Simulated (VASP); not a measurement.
# RuC18 in VASP: relaxation of the atoms with PBE

Aim: the relaxation of the atoms of RuC18 with PBE.

Everything below comes from runs of VASP 6.6.1. Logs are shortened: lines on timing, memory, paths and dates and some standing lists are left out, and cuts for length are marked.

## 1. The cell of the first run

The cell holds a slab with vacuum, 19 atoms: a = 7.398 Å, b = 7.398 Å, c = 13.000 Å, α = 90.00°, β = 90.00°, γ = 120.00°.

## 2. Relaxation of the atoms, PBE

File INCAR:

```
SYSTEM = RuC18
  ALGO = Normal
  EDIFF = 1E-6
  EDIFFG = -0.03
  ENCUT = 520
  GGA = PE
  IBRION = 2
  ISIF = 2
  ISMEAR = 0
  LASPH = .True.
  LCHARG = .False.
  LREAL = Auto
  LWAVE = .False.
  NELM = 100
  NSW = 80
  PREC = Accurate
  SIGMA = 0.02
```

File KPOINTS:

```
k-points
0
Gamma
  2 2 1
  0 0 0
```

File POSCAR:

```
RuC18
1.0
    7.3980000000      0.0000000000      0.0000000000
   -3.6990000000      6.4068560000      0.0000000000
    0.0000000000      0.0000000000     13.0000000000
C Ru
18 1
Direct
    0.0000000000      0.0000000000      0.0769231000
    0.2222222000      0.1111111000      0.0769231000
    0.0000000000      0.3333333000      0.0769231000
    0.2222222000      0.4444444000      0.0769231000
    0.0000000000      0.6666667000      0.0769231000
    0.2222222000      0.7777778000      0.0769231000
    0.3333333000      0.0000000000      0.0769231000
    0.5555556000      0.1111111000      0.0769231000
    0.3333333000      0.3333333000      0.0769231000
    0.5555556000      0.4444444000      0.0769231000
    0.3333333000      0.6666667000      0.0769231000
    0.5555556000      0.7777778000      0.0769231000
    0.6666667000      0.0000000000      0.0769231000
    0.8888889000      0.1111111000      0.0769231000
    0.6666667000      0.3333333000      0.0769231000
    0.8888889000      0.4444444000      0.0769231000
    0.6666667000      0.6666667000      0.0769231000
    0.8888889000      0.7777778000      0.0769231000
    0.7217382000      0.1031265000      0.2446154000
```

Potentials or basis: VASP PAW PBE potentials, release 64 (C, Ru_pv).

Command:

```sh
$ cat potpaw_PBE.64/C/POTCAR potpaw_PBE.64/Ru_pv/POTCAR > POTCAR
$ mpirun -np 1 vasp_std > vasp.out
```

OUTCAR:

```text
SYSTEM = RuC18
   EDIFF = 1E-6
   EDIFFG = -0.03
   ENCUT = 520
   GGA = PE
   IBRION = 2
   ISIF = 2
   ISMEAR = 0
   LASPH = .True.
   LREAL = Auto
   NELM = 100
   NSW = 80
   PREC = Accurate

 ion  position               nearest neighbor table
   1  0.000  0.000  0.077-   2 1.42  14 1.42  18 1.42
   2  0.222  0.111  0.077-   1 1.42   7 1.42   9 1.42
   3  0.000  0.333  0.077-   4 1.42  16 1.42  14 1.42
   4  0.222  0.444  0.077-   3 1.42   9 1.42  11 1.42
   5  0.000  0.667  0.077-   6 1.42  18 1.42  16 1.42
   6  0.222  0.778  0.077-   5 1.42  11 1.42   7 1.42
   7  0.333  0.000  0.077-   2 1.42   6 1.42   8 1.42
   8  0.556  0.111  0.077-  13 1.42  15 1.42   7 1.42  19 2.52
   9  0.333  0.333  0.077-   4 1.42   2 1.42  10 1.42
  10  0.556  0.444  0.077-  15 1.42   9 1.42  17 1.42
  11  0.333  0.667  0.077-   6 1.42  12 1.42   4 1.42
  12  0.556  0.778  0.077-  17 1.42  13 1.42  11 1.42
  13  0.667  0.000  0.077-  14 1.42   8 1.42  12 1.42  19 2.28
  14  0.889  0.111  0.077-  13 1.42   1 1.42   3 1.42  19 2.49
  15  0.667  0.333  0.077-  16 1.42  10 1.42   8 1.42
  16  0.889  0.444  0.077-  15 1.42   3 1.42   5 1.42
  17  0.667  0.667  0.077-  18 1.42  12 1.42  10 1.42
  18  0.889  0.778  0.077-  17 1.42   5 1.42   1 1.42
  19  0.722  0.103  0.245-  13 2.28  14 2.49   8 2.52

  LATTYP: Found a hexagonal cell.
 ALAT       =     7.3980000000
 C/A-ratio  =     1.7572316842

  Lattice vectors:

 A1 = (   7.3980000000,   0.0000000000,   0.0000000000)
 A2 = (  -3.6990000000,   6.4068560000,   0.0000000000)
 A3 = (   0.0000000000,   0.0000000000,  13.0000000000)

Analysis of symmetry for initial positions (statically):
=====================================================================
 Subroutine PRICEL returns:
 Original cell was already a primitive cell.

 Routine SETGRP: Setting up the symmetry group for a
 hexagonal supercell.

 Subroutine GETGRP returns: Found  1 space group operations
 (whereof  1 operations were pure point group operations)
 out of a pool of 24 trial point group operations.

The static configuration has the point symmetry C_1 .

Analysis of symmetry for dynamics (positions and initial velocities):
=====================================================================
 Subroutine PRICEL returns:
 Original cell was already a primitive cell.

 Routine SETGRP: Setting up the symmetry group for a
 hexagonal supercell.

 Subroutine GETGRP returns: Found  1 space group operations
 (whereof  1 operations were pure point group operations)
 out of a pool of 24 trial point group operations.

The dynamic configuration has the point symmetry C_1 .

 Subroutine INISYM returns: Found  1 space group operations
 (whereof  1 operations are pure point group operations),
 and found     1 'primitive' translations

----------------------------------------------------------------------------------------

                                     Primitive cell

  volume of cell :     616.1730

  direct lattice vectors                    reciprocal lattice vectors
     7.398000000  0.000000000  0.000000000     0.135171668  0.078041398  0.000000000
    -3.699000000  6.406856000  0.000000000     0.000000000  0.156082796  0.000000000
     0.000000000  0.000000000 13.000000000     0.000000000  0.000000000  0.076923077

  length of vectors
     7.398000000  7.398000054 13.000000000     0.156082797  0.156082796  0.076923077

  position of ions in fractional coordinates (direct lattice)
     0.000000000  0.000000000  0.076923100
     0.222222200  0.111111100  0.076923100
     1.000000000  0.333333300  0.076923100
     0.222222200  0.444444400  0.076923100
     1.000000000  0.666666700  0.076923100
     0.222222200  0.777777800  0.076923100
[... 11 lines left out ...]
     0.888888900  0.777777800  0.076923100
     0.721738200  0.103126500  0.244615400

  ion indices of the primitive-cell ions
   primitive index   ion index
                 1           1
                 2           2
                 3           3
                 4           4
                 5           5
                 6           6
[... 11 lines left out ...]
                18          18
                19          19

----------------------------------------------------------------------------------------

 KPOINTS: k-points

Automatic generation of k-mesh.
 Grid dimensions read from file:
 generate k-points for:    2    2    1

 Generating k-lattice:

  Cartesian coordinates                     Fractional coordinates (reciprocal lattice)
     0.067585834  0.039020699  0.000000000     0.500000000 -0.000000000  0.000000000
     0.000000000  0.078041398  0.000000000     0.000000000  0.500000000  0.000000000
     0.000000000  0.000000000  0.076923077     0.000000000  0.000000000  1.000000000

  Length of vectors
     0.078041399  0.078041398  0.076923077

  Shift w.r.t. Gamma in fractional coordinates (k-lattice)
     0.000000000  0.000000000  0.000000000

 Subroutine IBZKPT returns following result:
 ===========================================

 Found      4 irreducible k-points:

 Following reciprocal coordinates:
            Coordinates               Weight
  0.000000  0.000000  0.000000      1.000000
  0.500000  0.000000  0.000000      1.000000
  0.000000  0.500000  0.000000      1.000000
  0.500000  0.500000  0.000000      1.000000
   k-points           NKPTS =      4   k-points in BZ     NKDIM =      4   number of bands    NBANDS=     53
   number of dos      NEDOS =    301   number of ions     NIONS =     19
   total plane-waves  NPLWV = 307328
   dimension x,y,z NGX =    56 NGY =   56 NGZ =   98
   dimension x,y,z NGXF=   112 NGYF=  112 NGZF=  196
   ions per type =              18   1
   NGX,Y,Z   is equivalent  to a cutoff of  12.58, 12.58, 12.53 a.u.
   NGXF,Y,Z  is equivalent  to a cutoff of  25.17, 25.17, 25.06 a.u.
 SYSTEM =  RuC18
   PREC   = accura    normal or accurate (medium, high low for compatibility)
   ISTART =      0    job   : 0-new  1-cont  2-samecut
   ICHARG =      2    charge: 1-file 2-atom 10-const
   ISPIN  =      1    spin polarized calculation?
   LNONCOLLINEAR =      F non collinear calculations
   LSORBIT =      F    spin-orbit coupling
   LASPH  =      T    aspherical Exc in radial PAW
   ENCUT  =  520.0 eV  38.22 Ry    6.18 a.u.  13.76 13.76 24.17*2*pi/ulx,y,z
   NELM   =    100;   NELMIN=  2; NELMDL= -5     # of ELM steps
   EDIFF  = 0.1E-05   stopping-criterion for ELM
   LREAL  =      T    real-space projection
   EDIFFG = -.3E-01   stopping-criterion for IOM
   NSW    =     80    number of steps for IOM
   IBRION =      2    ionic relax: 0-MD 1-quasi-New 2-CG
   NFREE  =      1    steps in history (QN), initial steepest desc. (CG)
   ISIF   =      2    stress and relaxation
   ISYM   =      2    0-nonsym 1-usesym 2-fastsym
   POTIM  = 0.5000    time-step for ionic-motion
   TEBEG  =    0.0;   TEEND  =   0.0 temperature during run
   PSTRESS=    0.0 pullay stress
   NELECT =      86.0000    total number of electrons
   NUPDOWN=      -1.0000    fix difference up-down
   EMIN   =  10.00;   EMAX   =-10.00  energy-range for DOS
   EFERMI =   0.00;   METHOD = LEGACY
   ISMEAR =     0;   SIGMA  =   0.02  broadening in eV -4-tet -1-fermi 0-gaus
   EFERMI_NEDOS =   21; number of points for ismear=-14 and -15
   IALGO  =     38    algorithm
   IMIX   =      4    mixing-type and parameters
     AMIX     =   0.40;   BMIX     =  1.00
     AMIX_MAG =   1.60;   BMIX_MAG =  1.00
  volume/ion in A,a.u.               =      32.43       218.85
  Fermi-wavevector in a.u.,A,eV,Ry     =   0.849194  1.604743  9.811569  0.721130
  Thomas-Fermi vector in A             =   1.964976
   LORBIT       =      0    0 simple, 1 ext, 2 COOP (PROOUT), +10 PAW based schemes
   GGA     = PE    functional components
   LHFCALC =     F    Hartree Fock is set to
   AEXX    =    0.0000 exact exchange contribution
   IVDW    =     0    specifies the selected vdW correction
   LEPSILON=     F    determine dielectric tensor
   LRPA    =     F    only Hartree local field effects (RPA)
 conjugate gradient relaxation of ions
 non-spin polarized calculation
 Gauss-broadening in eV      SIGMA  =   0.02
  energy-cutoff  :      520.00
  volume of cell :      616.17
 maximum number of plane-waves:     16651
 NGX is ok and might be reduce to    56
   NGX = 27   NGY = 27   NGZ = 49

--------------------------------------- Ionic step        1  -------------------------------------------

 number of electron      85.9999996 magnetization

 Free energy of the ion-electron system (eV)
  ---------------------------------------------------
  ext. energy  EPLUGINS =         0.00000000
  ---------------------------------------------------
  free energy    TOTEN  =      -168.63646413 eV

  energy without entropy =     -168.63058299  energy(sigma->0) =     -168.63352356

------------------------ aborting loop because EDIFF is reached ----------------------------------------

  FORCE on cell =-STRESS in cart. coord.  units (eV):
  Direction    XX          YY          ZZ          XY          YZ          ZX
  --------------------------------------------------------------------------------------
  -------------------------------------------------------------------------------------
  Total        4.0480471      4.8764489     -6.6696083     -0.0246644      0.3493773     -0.0087977
  in kB       10.5257609     12.6797771    -17.3423627     -0.0641325      0.9084534     -0.0228758
  external PRESSURE =       1.9543917 kB  Pullay stress =       0.0000000 kB
[... 140 lines left out ...]
  FREE ENERGIE OF THE ION-ELECTRON SYSTEM (eV)
  ---------------------------------------------------
  free  energy   TOTEN  =      -169.1936996614 eV

  energy  without entropy=     -169.1915144836  energy(sigma->0) =     -169.19260707

[... ionic steps 4 to 39 ...]

--------------------------------------- Ionic step       40  -------------------------------------------

 number of electron      86.0000002 magnetization

------------------------ aborting loop because EDIFF is reached ----------------------------------------

  FORCE on cell =-STRESS in cart. coord.  units (eV):
  Direction    XX          YY          ZZ          XY          YZ          ZX
  --------------------------------------------------------------------------------------
  -------------------------------------------------------------------------------------
  Total        6.9953713      7.0688917     -0.0694349      0.0238384     -0.0037519     -0.0005716
  in kB       18.1894141     18.3805825     -0.1805451      0.0619849     -0.0097557     -0.0014863
  external PRESSURE =      12.1298171 kB  Pullay stress =       0.0000000 kB
[... 91 lines left out ...]
  energy  without entropy=     -169.9769157948  energy(sigma->0) =     -169.98076942

--------------------------------------- Ionic step       42  -------------------------------------------

 number of electron      86.0000002 magnetization

 Free energy of the ion-electron system (eV)
  ---------------------------------------------------
  ext. energy  EPLUGINS =         0.00000000
  ---------------------------------------------------
  free energy    TOTEN  =      -169.98470507 eV

  energy without entropy =     -169.97699708  energy(sigma->0) =     -169.98085108

 E-fermi :  -0.7790     XC(G=0):  -3.7826

 val. band max:       -1.1801171015   @ k =   0.5000   0.5000   0.0000
 cond. band min:      -0.7735552525   @ k =   0.0000   0.5000   0.0000
 fundamental gap:      0.4065618489
 Fermi energy:        -0.7789536657

 k-point     1 :       0.0000    0.0000    0.0000
  band No.  band energies     occupation
      1     -43.1611      2.00000
      2     -43.0046      2.00000
      3     -42.9963      2.00000
      4     -20.9768      2.00000
      5     -18.6348      2.00000
      6     -18.4826      2.00000
[... 45 lines left out ...]
     52       3.7057      0.00000
     53       3.7160      0.00000

 k-point     2 :       0.5000    0.0000    0.0000
  band No.  band energies     occupation
      1     -43.1611      2.00000
      2     -43.0046      2.00000
      3     -42.9963      2.00000
      4     -20.4340      2.00000
      5     -20.2173      2.00000
      6     -19.0392      2.00000
[... 45 lines left out ...]
     52       3.1544      0.00000
     53       3.4538      0.00000

 k-point     3 :       0.0000    0.5000    0.0000
  band No.  band energies     occupation
      1     -43.1611      2.00000
      2     -43.0046      2.00000
      3     -42.9963      2.00000
      4     -20.4343      2.00000
      5     -20.2168      2.00000
      6     -19.0389      2.00000
[... 45 lines left out ...]
     52       3.1549      0.00000
     53       3.4534      0.00000

 k-point     4 :       0.5000    0.5000    0.0000
  band No.  band energies     occupation
      1     -43.1611      2.00000
      2     -43.0046      2.00000
      3     -42.9963      2.00000
      4     -20.4341      2.00000
      5     -20.2171      2.00000
      6     -19.0388      2.00000
[... 91 lines left out ...]
  FREE ENERGIE OF THE ION-ELECTRON SYSTEM (eV)
  ---------------------------------------------------
  free  energy   TOTEN  =      -169.9847050730 eV

  energy  without entropy=     -169.9769970808  energy(sigma->0) =     -169.98085108

 reached required accuracy - stopping structural energy minimisation
```

Run time: 2.1 h. Hardware: 1 thread of Oxide Virtual Turin-like, shared host; peak memory 0.71 GiB.

What came out:

* Free energy: -169.9847 eV
* Energy gained by relaxing: 71.0 meV/atom
* Ionic steps: 42
* Largest force after relaxing: 0.023 eV/Å
* Band gap on the k mesh: zero (bands 43 and 44 overlap by 0.21 eV)

Forces in eV/Å, atoms in the order of the input:
```
C    0.001  0.007 -0.005
C   -0.001  0.004 -0.002
C    0.001  0.005  0.006
C   -0.002  0.007 -0.003
C    0.001  0.002  0.004
C   -0.003 -0.001 -0.002
C   -0.003  0.006 -0.005
C   -0.003 -0.006 -0.003
C   -0.001 -0.010 -0.007
C   -0.001  0.013 -0.006
C    0.005  0.002 -0.004
C   -0.006 -0.004 -0.006
C    0.001 -0.012  0.000
C    0.009 -0.009 -0.008
C    0.004  0.001  0.007
C   -0.001 -0.005  0.014
C   -0.006 -0.003 -0.004
C    0.006  0.002  0.001
Ru   0.000  0.000  0.023
```

Step by step:
```tsv
step	energy change (eV)	largest force (eV/Å)	pressure (GPa)
1	0.0000	3.0293	0.20
3	-0.5572	1.8058	0.86
5	-0.6654	1.4175	1.10
7	-0.7723	0.9686	0.92
9	-0.8217	0.9775	0.86
11	-0.9378	1.1223	0.82
13	-1.0664	0.8362	1.03
15	-1.1448	1.0262	1.24
17	-1.2438	0.6647	1.13
19	-1.2815	0.3520	1.06
21	-1.3015	0.3363	1.06
23	-1.3129	0.2903	1.12
25	-1.3215	0.3488	1.18
27	-1.3326	0.2622	1.25
29	-1.3414	0.2325	1.27
31	-1.3458	0.1076	1.23
33	-1.3469	0.0735	1.20
35	-1.3473	0.0563	1.20
37	-1.3478	0.0519	1.21
39	-1.3480	0.0352	1.22
41	-1.3482	0.0345	1.22
42	-1.3482	0.0227	1.22
```

Final structure:
```
CELL_PARAMETERS angstrom
7.39800 0.00000 0.00000
-3.69900 6.40686 0.00000
0.00000 0.00000 13.00000
ATOMIC_POSITIONS crystal
C 0.99812 0.99261 0.08026
C 0.21899 0.10431 0.08030
C 0.99852 0.32783 0.07686
C 0.22148 0.43924 0.08011
C 0.99813 0.66259 0.07982
C 0.21904 0.77170 0.08000
C 0.32814 0.99258 0.08025
C 0.55113 0.10409 0.07707
C 0.33061 0.32751 0.08029
C 0.55148 0.43921 0.08019
C 0.33062 0.66012 0.08003
C 0.55153 0.76931 0.08012
C 0.66297 0.99227 0.07700
C 0.88665 0.10416 0.07709
C 0.66298 0.32775 0.07690
C 0.88668 0.43966 0.07662
C 0.66325 0.66012 0.08010
C 0.88639 0.77174 0.08005
Ru 0.77505 0.21631 0.20618
```

Caveat: the k points lie up to 0.49 Å⁻¹ apart; there is no dipole correction, which matters where the two faces differ.

The gap in the log of VASP goes by the Fermi energy; the results here count the filled bands.